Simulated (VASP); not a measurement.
Input of a VASP 6.6.1 run:

The input INCAR:

```
SYSTEM = V
  PREC = Accurate
  ENCUT = 520
  EDIFF = 1E-6
  ISMEAR = 0
  SIGMA = 0.1
  LREAL = .False.
  LASPH = .True.
  NELM = 60
  ALGO = Normal
  ISIF = 2
  LWAVE = .False.
  LCHARG = .False.
  GGA = PE
  NBANDS = 20
```

File KPOINTS:

```
regular mesh
0
Gamma
  18 18 10
  0 0 0
```

The input POSCAR:

```
V
1.0
    2.6104537861      0.0000000000      0.0000000000
   -1.3052268930      2.2607192941      0.0000000000
    0.0000000000      0.0000000000      4.6889139310
V
2
Direct
    0.6666666667      0.3333333333      0.7500000000
    0.3333333333      0.6666666667      0.2500000000
```

Potentials or basis: VASP PAW PBE potentials, release 64 (V_sv).

Launch:

```console
$ cat potpaw_PBE.64/V_sv/POTCAR > POTCAR
$ mpirun -np 1 vasp_std > vasp.out
```

Problem. Predict the pressure.

Solution. 0.2 GPa.

Problem. What does it give for the band gap on the k mesh?

Solution. Zero (band 13 reaches 11.34 eV, above the bottom of band 14 at 9.13 eV).
